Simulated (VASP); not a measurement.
Crystal: KBr.

```
CELL_PARAMETERS angstrom
3.97626 0.00000 0.00000
0.00000 3.97626 0.00000
0.00000 0.00000 3.97626
ATOMIC_POSITIONS crystal
K 0.00000 0.00000 0.00000
Br 0.50000 0.50000 0.50000
```

Base run:

```yaml
Program: VASP 6.6.1
Functional: PBE
Potentials_or_basis: VASP PAW PBE potentials, release 64 (K_sv, Br)
Cutoff: 500 eV
k_mesh: 4 × 4 × 4
Occupations: gaussian, width 0.01 eV
Spin: no spin polarisation
```

Its results: band gap on the k mesh 4.02 eV, indirect (least direct gap 4.30 eV); pressure 0.9 GPa.

Q: The run is repeated on the same cell with these changes: functional from PBE to PBE-based screened hybrid; cutoff from 500 eV to 520 eV. What comes out?

A: Band gap on the k mesh 6.16 eV, indirect (least direct gap 6.47 eV); pressure 0.3 GPa.

Caveats: the PAW data sets were made with another functional, which shifts forces and pressure a little (some runs).

A k mesh can miss the band edges.
